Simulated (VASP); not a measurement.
A run of VASP 6.6.1 is set up as follows.

INCAR

```
PREC     = Accurate       # precision mode
ENCUT    = 520            # plane-wave cutoff, eV
EDIFF    = 1E-6           # SCF threshold, eV
ISMEAR   = 0              # smearing method
SIGMA    = 0.1            # smearing width, eV
LREAL    = False          # projectors in reciprocal space
LASPH    = True           # aspherical terms in the spheres
NELM     = 100            # most SCF steps
ALGO     = Normal         # electronic algorithm
ISIF     = 2              # what is computed and relaxed
LWAVE    = False          # write WAVECAR
LCHARG   = False          # write CHGCAR
LDIPOL   = True         
IDIPOL   = 3            
DIPOL    = 0.5 0.5 0.352
GGA      = PE             # functional
NBANDS   = 28             # bands
```

Contents of KPOINTS:

```
Automatic mesh
0
Gamma
  9 9 1
```

Contents of POSCAR:

```
Ti3C
1.0
    2.9075446938      0.0000000000      0.0000000000
   -1.4537723469      2.5180075675      0.0000000000
    0.0000000000      0.0000000000     19.9935259089
Ti C
3 1
Direct
    0.6666666667      0.3333333333      0.2000647619
    0.3333333333      0.6666666667      0.3124429307
    0.0000000000      0.0000000000      0.4248138096
    0.6666666667      0.3333333333      0.4701515249
```

Potentials or basis: VASP PAW PBE potentials, release 64 (Ti_sv, C).

The run is started by

```bash
$ cat potpaw_PBE.64/Ti_sv/POTCAR potpaw_PBE.64/C/POTCAR > POTCAR
$ mpirun -np 1 vasp_std > vasp.out
```

Task: What does it give for the largest force?

Result: 1.261 eV/Å.

Task: What does it give for the band gap on the k mesh?

Result: Zero (band 20 reaches 0.28 eV, above the bottom of band 21 at -0.61 eV).

Forces in eV/Å, atoms in the order of the input:
```
Ti   0.000  0.000  0.298
Ti   0.000  0.000 -1.261
Ti   0.000  0.000  0.939
C    0.000  0.000  0.024
```
